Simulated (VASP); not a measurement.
Wanted: the native input for a VASP 6.6.1 run.

```
Task                   : single point
Functional             : PBE
Potentials or basis    : VASP PAW PBE potentials, release 64 (K_sv, Ga_d, H)
Cutoff                 : 520 eV
k mesh                 : 6 × 6 × 6
Occupations            : gaussian, width 0.1 eV
Spin                   : no spin polarisation
Dipole correction      : no
Further INCAR settings : ALGO = Normal; EDIFF = 1e-07; NBANDS = 24
```

The structure of KGaH6 lies in POSCAR:

```
KGaH6
1.0
    6.0805848648      0.0000000000      0.0000000000
    0.0000000000      6.0805848648      0.0000000000
    0.0000000000      0.0000000000      6.0805848648
K Ga H
1 1 6
Direct
    0.0000000000      0.0000000000      0.0000000000
    0.5000000000      0.5000000000      0.5000000000
    0.5614650532      0.0000000000      0.0000000000
    0.4385349468      0.0000000000      0.0000000000
    0.0000000000      0.5614650532      0.0000000000
    0.0000000000      0.4385349468      0.0000000000
    0.0000000000      0.0000000000      0.5614650532
    0.0000000000      0.0000000000      0.4385349468
```

One way to write it, as run:

INCAR

```
SYSTEM = KGaH6
PREC     = Accurate       ! precision mode
ENCUT    = 520            ! plane-wave cutoff, eV
EDIFF    = 1E-7           ! SCF threshold, eV
ISMEAR   = 0              ! smearing method
SIGMA    = 0.1            ! smearing width, eV
LREAL    = .False.        ! projectors in reciprocal space
LASPH    = .True.         ! aspherical terms in the spheres
NELM     = 100            ! most SCF steps
ALGO     = Normal         ! electronic algorithm
ISIF     = 2              ! what is computed and relaxed
LWAVE    = .False.        ! write WAVECAR
LCHARG   = .False.        ! write CHGCAR
GGA      = PE             ! functional
NBANDS   = 24             ! bands
```

KPOINTS

```
Automatic mesh
0
Gamma
  6 6 6
  0 0 0
```

Potentials or basis: VASP PAW PBE potentials, release 64 (K_sv, Ga_d, H).

Command:

```sh
$ cat potpaw_PBE.64/K_sv/POTCAR potpaw_PBE.64/Ga_d/POTCAR potpaw_PBE.64/H/POTCAR > POTCAR
$ mpirun -np 1 vasp_std > vasp.out
```

Results of the run:

```yaml
Pressure: 0.0 GPa
Largest_force: 0.009 eV/Å
Band_gap_on_the_k_mesh: zero (band 14 reaches 0.03 eV, above the bottom of band 15 at -0.58 eV)
```

It took 2.3 min on 1 thread of AMD EPYC 7R43 64-Core Processor (Zen 3), with other jobs on the host, peak memory 0.36 GiB.
